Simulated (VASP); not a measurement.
A run of VASP 6.6.1:

File POSCAR:

```
SrAg2B2
1.0
    0.0000000000      4.1180100000      0.0000000000
    4.1180100000      0.0000000000      0.0000000000
    2.0590050000      2.0590050000     -4.9265690000
B Ag Sr
2 2 1
Direct
    0.3890000000      0.3890000000      0.2220000000
    0.6110000000      0.6110000000      0.7780000000
    0.7500000000      0.2500000000      0.5000000000
    0.2500000000      0.7500000000      0.5000000000
    0.0000000000      0.0000000000      0.0000000000
```

File INCAR.step1:

```
ALGO = Normal
EDIFF = 1E-4
ENCUT = 520
GGA = PE
ISMEAR = -1
LASPH = T
LCHARG = F
LREAL = F
LWAVE = T
NBANDS = 27
NELM = 100
PREC = Accurate
SIGMA = 0.1
```

Contents of INCAR.step2:

```
ALGO = Normal
EDIFF = 1E-7
ENCUT = 520
ISIF = 2
ISMEAR = -1
ISTART = 1
LASPH = T
LCHARG = F
LMIXTAU = T
LREAL = F
LWAVE = F
METAGGA = R2SCAN
NBANDS = 27
NELM = 100
PREC = Accurate
SIGMA = 0.1
```

The input KPOINTS:

```
k-points
0
Gamma
  9 9 9
```

Potentials or basis: VASP PAW PBE potentials, release 64 (B, Ag, Sr_sv).

Command:

```console
$ cat potpaw_PBE.64/B/POTCAR potpaw_PBE.64/Ag/POTCAR potpaw_PBE.64/Sr_sv/POTCAR > POTCAR
$ cp INCAR.step1 INCAR
$ mpirun -np 1 vasp_std > vasp.out
$ cp INCAR.step2 INCAR
$ mpirun -np 1 vasp_std > vasp.out
```

Hardware: 1 thread of Intel(R) Xeon(R) Platinum 8259CL CPU @ 2.50GHz (Skylake/Cascade Lake), on a shared host.

**Question.** Estimate the wall time of this run.

**Answer.** It took 9.3 min on 1 thread of Intel(R) Xeon(R) Platinum 8259CL CPU @ 2.50GHz (Skylake/Cascade Lake), on a shared host, peak memory 0.34 GiB. Counts: k points 75.
